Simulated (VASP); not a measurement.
The system is InGaTe3.

```xyz
5
Lattice="5.2076 0.0000 0.0000 0.0000 5.2076 0.0000 0.0000 0.0000 5.2076" Properties=species:S:1:pos:R:3 pbc="T T T"
In    0.0000    0.0000    0.0000
Ga    2.6038    2.6038    2.6038
Te    2.6038    0.0000    0.0000
Te    0.0000    2.6038    0.0000
Te    0.0000    0.0000    2.6038
```

The cell was built from a structure type or drawn by symmetry, and may not be a known phase.

| Property | Result |
| --- | --- |
| Program | VASP 6.6.1 |
| Task | relaxation of cell and atoms |
| Functional | PBE |
| Potentials or basis | VASP PAW PBE potentials, release 64 (In_d, Ga_d, Te) |
| Cutoff | 600 eV |
| k mesh | 4 × 4 × 4 |
| Occupations | gaussian, width 0.1 eV |
| Spin | no spin polarisation |

At the start: pressure 15.7 GPa; volume 28.24 Å³/atom.

Question: How do energy, volume and symmetry change on relaxing?

Answer: Over 4 steps the energy falls by 349.9 meV/atom and the volume is 37.86 Å³/atom (+34.0 %); space group Pm-3m (No. 221, to 0.1 Å) before and after.

The path:
| step | energy change (eV) | largest force (eV/Å) | pressure (GPa) | volume (Å³) |
| --- | --- | --- | --- | --- |
| 1 | 0.0000 | 0.0000 | 15.67 | 141.22 |
| 2 | -1.6469 | 0.0000 | -1.85 | 205.53 |
| 3 | -1.7481 | 0.0000 | 0.27 | 187.19 |
| 4 | -1.7497 | 0.0000 | -0.03 | 189.28 |

Final structure:
```
In Ga Te
1.0
     5.74162    0.00000    0.00000
     0.00000    5.74162    0.00000
     0.00000    0.00000    5.74162
In Ga Te
1 1 3
Direct
  0.00000 0.00000 0.00000
  0.50000 0.50000 0.50000
  0.50000 0.00000 0.00000
  0.00000 0.50000 0.00000
  0.00000 0.00000 0.50000
```

Caveat: the volume moved by over 15 % at a fixed basis, so the end points are rough.
